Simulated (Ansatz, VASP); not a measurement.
# One calculation of TaN, two programs

INCAR

```
SYSTEM = TaN
ALGO = Normal
EDIFF = 1E-8
ENCUT = 520
GGA_COMPAT = .False.
ISIF = 2
ISMEAR = -1
LASPH = .True.
LCHARG = .False.
LEFG = .True.
LREAL = .False.
LWAVE = .False.
NBANDS = 36
NELM = 120
PREC = Accurate
SIGMA = 0.03
```

Contents of KPOINTS:

```
k-points
0
Gamma
  5 5 8
  0 0 0
```

POSCAR

```
TaN
1.0
    5.1849992558      0.0000000000      0.0000000000
   -2.5924996279      4.4903410741      0.0000000000
    0.0000000000      0.0000000000      2.9370800000
Ta N
3 3
Direct
    0.0000000000      0.0000000000      0.0000000000
    0.3333333333      0.6666666667      0.5000000000
    0.6666666667      0.3333333333      0.5000000000
    0.5000000000      0.0000000000      0.0000000000
    0.5000000000      0.5000000000      0.0000000000
    0.0000000000      0.5000000000      0.0000000000
```

Input for Ansatz:

```yaml
crystal:
  lattice:
    - [5.1849992558, 0.0, 0.0]
    - [-2.5924996279, 4.4903410741, 0.0]
    - [0.0, 0.0, 2.93708]
  atoms:
    - { symbol: Ta, position: [0.0, 0.0, 0.0] }
    - { symbol: Ta, position: [0.3333333333, 0.6666666667, 0.5] }
    - { symbol: Ta, position: [0.6666666667, 0.3333333333, 0.5] }
    - { symbol: "N", position: [0.5, 0.0, 0.0] }
    - { symbol: "N", position: [0.5, 0.5, 0.0] }
    - { symbol: "N", position: [0.0, 0.5, 0.0] }
kpoints:
  mp_grid: { grid: [5, 5, 8] }
scf:
  occupations: { method: fermi_dirac, width: 0.03 }
hamiltonian:
  xc: lda
  pseudopotentials: { kind: paw }
output:
  forces: true
  stress: true
  eigenvalues: true
  efg: { contact_densities: true }
```

Change from the starting cell: zz strain of +1 %, PAW files.

Alike in both runs: task electric field gradients; functional LDA; k mesh 5 × 5 × 8; occupations fermi-dirac, width 0.03 eV; no spin polarisation.

|  | VASP | Ansatz |
| --- | --- | --- |
| version | VASP 6.6.1 | Ansatz 0.2.0 |
| potentials or method | VASP PAW LDA potentials, release 64 (Ta_sv_GW, N) | PAW with Ansatz's default frozen-core files, scalar-relativistic |
| plane-wave cutoff (eV) | 520 | 420 |
| valence electrons in the cell | 54 | 54 |

Ansatz gave:

```
size of Vzz on the site where it differs most (V/Å²) : 448.9
```

Task: Which values does VASP return?

Result: Size of Vzz on the site where it differs most (V/Å²): 403.8.

LDA's correlation is that of Perdew and Zunger in VASP and of Perdew and Wang (1992) in Ansatz.

Spin-orbit coupling is off throughout.
